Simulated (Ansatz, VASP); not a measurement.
# Two plane-wave programs on KCl

The input INCAR:

```
  ALGO = Normal
  EDIFF = 1E-6
  ENCUT = 520
  GGA = PE
  ISIF = 2
  ISMEAR = 0
  LASPH = True
  LCHARG = False
  LREAL = False
  LWAVE = False
  NBANDS = 15
  NELM = 80
  PREC = Accurate
  SIGMA = 0.05
```

The input KPOINTS:

```
k-points
0
Gamma
  6 6 6
```

The input POSCAR:

```
KCl
1.0
    0.0000000000      2.9036120000      3.4085880000
    2.9036120000      0.0000000000      3.4085880000
    2.9036120000      2.9036120000      0.0000000000
K Cl
1 1
Direct
    0.0000000000      0.0000000000      0.0000000000
    0.5000000000      0.5000000000      0.5000000000
```

Input for Ansatz:

```yaml
crystal:
  lattice:
    - [0.0, 2.903612, 3.408588]
    - [2.903612, 0.0, 3.408588]
    - [2.903612, 2.903612, 0.0]
  atoms:
    - { symbol: K, position: [0.0, 0.0, 0.0] }
    - { symbol: Cl, position: [0.5, 0.5, 0.5] }
basis:
  ecutwfc: 420
kpoints:
  mp_grid: { grid: [6, 6, 6] }
hamiltonian:
  xc: pbe
scf:
  occupations: { method: gaussian, width: 0.05 }
output:
  forces: true
  stress: true
  eigenvalues: true
  write_density: true
  write_potential: true
  elf: true
  volumetric_format: npy
```

Change from the starting cell: strain -0.080 along x and y, +0.080 along z, atoms carried along.

Alike in both runs: task single point; functional PBE; k mesh 6 × 6 × 6; occupations gaussian, width 0.05 eV; no spin polarisation.

|  | VASP | Ansatz |
| --- | --- | --- |
| version | VASP 6.6.1 | Ansatz 0.2.0 |
| potentials or method | VASP PAW PBE potentials, release 64 (K_sv, Cl), cutoff 520 eV | scalar-relativistic, plane waves, PAW |
| valence electrons in the cell | 16 | 16 |

|  | VASP | Ansatz | Ansatz less VASP |
| --- | --- | --- | --- |
| gap on the k mesh at the Fermi level (eV) | 5.27 | 5.28 | +0.004 |
| least direct gap on the mesh (eV) | 5.27 | 5.28 | +0.004 |
| pressure (GPa) | 4.4 | 4.3 | -0.08 |
| traceless stress, the component that is largest in VASP (GPa) | -5.09 | -5.00 | +0.092 |

The functional is the same, so the differences come from potentials, cutoffs and numerics.
